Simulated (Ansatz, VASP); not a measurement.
## LiCl: VASP beside Ansatz

Contents of POSCAR:

```
LiCl
1.0
    0.0546608507      2.7877033875      2.7877033875
    2.7877033875      0.0546608507      2.7877033875
    2.7877033875      2.7877033875      0.0546608507
Li Cl
1 1
Direct
    0.0017447048      0.0017447048      0.0017447048
    0.2482552952      0.2482552952      0.2482552952
```

The input INCAR.step1:

```
ALGO = Normal ; EDIFF = 1E-4
ENCUT = 520 ; GGA = PE
ISMEAR = 0 ; LASPH = True
LCHARG = False ; LREAL = False
LWAVE = True ; NBANDS = 12
NELM = 80 ; PREC = Accurate
SIGMA = 0.01
```

Contents of INCAR.step2:

```
ALGO = Normal ; EDIFF = 1E-7
ENCUT = 520 ; ISIF = 2
ISMEAR = 0 ; ISTART = 1
LASPH = True ; LCHARG = False
LMIXTAU = True ; LREAL = False
LWAVE = False ; METAGGA = R2SCAN
NBANDS = 12 ; NELM = 80
PREC = Accurate ; SIGMA = 0.01
```

File KPOINTS:

```
k-points
0
Gamma
  8 8 8
```

Input for Ansatz:

```yaml
crystal:
  lattice:
    - [0.0546608507, 2.7877033875, 2.7877033875]
    - [2.7877033875, 0.0546608507, 2.7877033875]
    - [2.7877033875, 2.7877033875, 0.0546608507]
  atoms:
    - { symbol: Li, position: [0.0017447048, 0.0017447048, 0.0017447048] }
    - { symbol: Cl, position: [0.2482552952, 0.2482552952, 0.2482552952] }
kpoints:
  mp_grid: { grid: [8, 8, 8] }
  band_path:
    path:
      - [0.0, 0.0, 0.0]
      - [-0.5, -0.5, 0.0]
      - [-0.375, -0.375, 0.25]
      - [-0.375, 0.0, 0.375]
      - [0.0, 0.0, 0.5]
      - [-0.5, -0.25, 0.25]
    npoints: 1
hamiltonian:
  xc: r2scan
scf:
  occupations: { method: fixed }
  n_extra_bands: 4
output:
  forces: true
  stress: true
  eigenvalues: true
  write_density: true
  write_potential: true
  elf: true
  volumetric_format: npy
```

Change from the starting cell: shear_111 strain +3.0%.

Alike in both runs: task single point; functional r2SCAN; k mesh 8 × 8 × 8; no spin polarisation.

```csv
,VASP,Ansatz
version,VASP 6.6.1,Ansatz 0.2.0
potentials or method,"VASP PAW PBE potentials, release 64 (Li_sv, Cl)","plane waves, PAW"
plane-wave cutoff (eV),520,500
occupations,"gaussian, width 0.01 eV",fixed
valence electrons in the cell,10,10
```

|  | VASP | Ansatz | Ansatz less VASP |
| --- | --- | --- | --- |
| gap on the k mesh at the Fermi level (eV) | 6.61 | 6.55 | -0.057 |
| rms of the force components (eV/Å) | 0.014 | 0.001 | -0.0129 |

VASP's potentials were made for PBE, not for r2SCAN. Atom by atom the forces differ by 0.013 eV/Å (rms over components).

Noted on VASP's run: the cutoff is short for stress, so the pressure is rough.
